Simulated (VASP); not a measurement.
Input of a VASP 6.6.1 run:

POSCAR

```
Al
1.0
    0.0000000000      2.1858984000      2.1858984000
    2.1858984000      0.0000000000      2.1858984000
    2.1858984000      2.1858984000      0.0000000000
Al
1
Direct
    0.0000000000      0.0000000000      0.0000000000
```

Contents of INCAR.step1:

```
ALGO = Normal
EDIFF = 1E-4
ENCUT = 520
GGA = PE
ISMEAR = 0
LASPH = T
LCHARG = F
LREAL = F
LWAVE = T
NBANDS = 8
NELM = 60
PREC = Accurate
SIGMA = 0.15
```

The input INCAR.step2:

```
ALGO = Normal
EDIFF = 1E-6
ENCUT = 520
ISIF = 2
ISMEAR = 0
ISTART = 1
LASPH = T
LCHARG = F
LMIXTAU = T
LREAL = F
LWAVE = F
METAGGA = R2SCAN
NBANDS = 8
NELM = 60
PREC = Accurate
SIGMA = 0.15
```

Contents of KPOINTS:

```
k-points
0
Gamma
  20 20 20
```

Potentials or basis: VASP PAW PBE potentials, release 64 (Al).

Run with:

```sh
$ cat potpaw_PBE.64/Al/POTCAR > POTCAR
$ cp INCAR.step1 INCAR
$ mpirun -np 1 vasp_std > vasp.out
$ cp INCAR.step2 INCAR
$ mpirun -np 1 vasp_std > vasp.out
```

(1) What does it give for the pressure?

## Answers

(1) -13.0 GPa.

Caveat: the cell differs from its parent crystal (strain +0.080 along x and y, +0.080 along z); the PAW data sets were made with another functional, which shifts forces and pressure a little.
